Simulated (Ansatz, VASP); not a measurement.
**MgO in VASP and in Ansatz**

File INCAR:

```
ALGO = Normal
EDIFF = 1E-6
ENCUT = 520
GGA = PE
ISIF = 2
ISMEAR = -1
LASPH = T
LCHARG = T
LELF = T
LREAL = F
LVHAR = T
LWAVE = F
NBANDS = 11
NELM = 80
PREC = Accurate
SIGMA = 0.02
```

The input KPOINTS:

```
k-points
0
Gamma
  10 10 10
```

The input POSCAR:

```
MgO
1.0
    0.0000000000      2.2251442107      2.1021674168
    2.2251442107      0.0000000000      2.1021674168
    2.2251442107      2.2251442107      0.0000000000
Mg O
1 1
Direct
    0.0000000000      0.0000000000      0.0000000000
    0.5000000000      0.5000000000      0.5000000000
```

Input for Ansatz:

```yaml
crystal:
  lattice:
    - [0.0, 2.2251442107, 2.1021674168]
    - [2.2251442107, 0.0, 2.1021674168]
    - [2.2251442107, 2.2251442107, 0.0]
  atoms:
    - { symbol: Mg, position: [0.0, 0.0, 0.0] }
    - { symbol: O, position: [0.5, 0.5, 0.5] }
kpoints:
  mp_grid: { grid: [10, 10, 10] }
  band_path:
    path:
      - [0.0, 0.0, 0.0]
      - [0.5, 0.0, 0.5]
      - [0.625, 0.25, 0.625]
      - [0.375, 0.375, 0.75]
      - [0.5, 0.5, 0.5]
      - [0.5, 0.25, 0.75]
    npoints: 1
hamiltonian:
  xc: pbe
scf:
  occupations: { method: fermi_dirac, width: 0.02 }
  n_extra_bands: 4
output:
  forces: true
  stress: true
  eigenvalues: true
```

Change from the starting cell: biaxial_xy strain +5.8%.

Alike in both runs: task single point; functional PBE; k mesh 10 × 10 × 10; occupations fermi-dirac, width 0.02 eV; no spin polarisation.

|  | VASP | Ansatz |
| --- | --- | --- |
| version | VASP 6.6.1 | Ansatz 0.2.0 |
| potentials or method | VASP PAW PBE potentials, release 64 (Mg, O) | plane waves, PAW |
| plane-wave cutoff (eV) | 520 | 420 |
| valence electrons in the cell | 8 | 16 |

|  | VASP | Ansatz | Ansatz less VASP |
| --- | --- | --- | --- |
| gap on the k mesh at the Fermi level (eV) | 3.69 | 3.71 | +0.020 |
| pressure (GPa) | -9.9 | -9.2 | +0.73 |
| traceless stress, the component that is largest in VASP (GPa) | 4.53 | 4.52 | -0.011 |

The functional is the same, so the differences come from potentials, cutoffs and numerics. VASP's potentials hold 8 valence electrons a cell and Ansatz's 16, so a difference there can come from the potentials and not from the codes.
